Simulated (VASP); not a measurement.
Set up this calculation in VASP 6.6.1, as the native input.

```yaml
Task: single point
Functional: PBE-based screened hybrid with 40 % exact exchange
Potentials_or_basis: VASP PAW PBE potentials, release 64 (Sn_d, Te)
Cutoff: 520 eV
k_mesh: 4 × 4 × 4
Occupations: fermi-dirac, width 0.02 eV
Spin: no spin polarisation
Dipole_correction: no
Grid_for_exact_exchange_PRECFOCK: Normal
Share_of_exact_exchange: 0.4
Further_INCAR_settings: ALGO = Normal; EDIFF = 1e-07; NBANDS = 17
Screening_parameter: 0.3 1/Å
```

SnTe:

```xyz
2
Lattice="0.0000 3.5840 3.5840 3.5840 0.0000 3.5840 3.5840 3.5840 0.0000" Properties=species:S:1:pos:R:3 pbc="T T T"
Sn    0.0000    0.0000    0.0000
Te    1.7920    1.7920    1.7920
```

One way to write it, as run:

POSCAR

```
SnTe
1.0
    0.0000000000      3.5839840137      3.5839840137
    3.5839840137      0.0000000000      3.5839840137
    3.5839840137      3.5839840137      0.0000000000
Sn Te
1 1
Direct
    0.0000000000      0.0000000000      0.0000000000
    0.2500000000      0.2500000000      0.2500000000
```

INCAR.step1

```
SYSTEM = SnTe
PREC = Accurate
ENCUT = 520
EDIFF = 1E-5
ISMEAR = -1
SIGMA = 0.02
LREAL = .False.
LASPH = .True.
NELM = 60
ALGO = Normal
ISIF = 2
LWAVE = .True.
GGA = PE
NBANDS = 17
```

INCAR.step2

```
SYSTEM = SnTe
PREC = Accurate
ENCUT = 520
EDIFF = 1E-7
ISMEAR = -1
SIGMA = 0.02
LREAL = .False.
LASPH = .True.
NELM = 60
ALGO = Normal
ISIF = 2
LWAVE = .False.
LCHARG = .True.
GGA = PE
LHFCALC = .True.
AEXX = 0.4
HFSCREEN = 0.3
PRECFOCK = Normal
LELF = .True.
LVHAR = .True.
ISTART = 1
NBANDS = 17
```

KPOINTS

```
Automatic mesh
0
Gamma
  4 4 4
  0 0 0
```

Potentials or basis: VASP PAW PBE potentials, release 64 (Sn_d, Te).

Run with:

```sh
$ cat potpaw_PBE.64/Sn_d/POTCAR potpaw_PBE.64/Te/POTCAR > POTCAR
$ cp INCAR.step1 INCAR
$ mpirun -np 1 vasp_std > vasp.out
$ cp INCAR.step2 INCAR
$ mpirun -np 1 vasp_std > vasp.out
```

It gave:

```
Pressure               : -0.5 GPa
Band gap on the k mesh : 0.30 eV (least direct gap 1.14 eV)
```

Caveat: the structure was generated, so it needn't be the stable form of SnTe; the PAW data sets were made with another functional, which shifts forces and pressure a little; spin-orbit coupling is left out, which moves the levels of the heavy elements.

Run time: 29 min on 1 thread of Intel(R) Xeon(R) Platinum 8259CL CPU @ 2.50GHz (Skylake/Cascade Lake), with other jobs on the host, peak memory 0.36 GiB.
